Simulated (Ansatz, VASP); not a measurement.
**Na in VASP and in Ansatz**

```xyz
1
Lattice="-2.1285 2.1285 2.0340 2.1285 -2.1285 2.0340 2.1285 2.1285 -2.0340" Properties=species:S:1:pos:R:3 pbc="T T T"
Na    0.0000    0.0000    0.0000
```

Alike in both runs: functional PBE; k mesh 14 × 14 × 14; occupations gaussian, width 0.1 eV; no spin polarisation.

Ansatz relaxed the structure, and its values are those at the end. VASP's run is a single point on that final structure, the one shown.

|  | VASP | Ansatz |
| --- | --- | --- |
| version | VASP 6.6.1 | Ansatz 0.2.0 |
| potentials or method | VASP PAW PBE potentials, release 64 (Na_pv), cutoff 520 eV | scalar-relativistic, plane waves, PAW |
| valence electrons in the cell | 7 | 9 |

|  | VASP | Ansatz | Ansatz less VASP |
| --- | --- | --- | --- |
| gap on the k mesh at the Fermi level (eV) | none | none | - |
| pressure (GPa) | 0.0 | 0.0 | +0.03 |

A gap of «none» marks a metal or a gap that the smearing closes. VASP's potentials hold 7 valence electrons a cell and Ansatz's 9, so a difference there can come from the potentials and not from the codes.
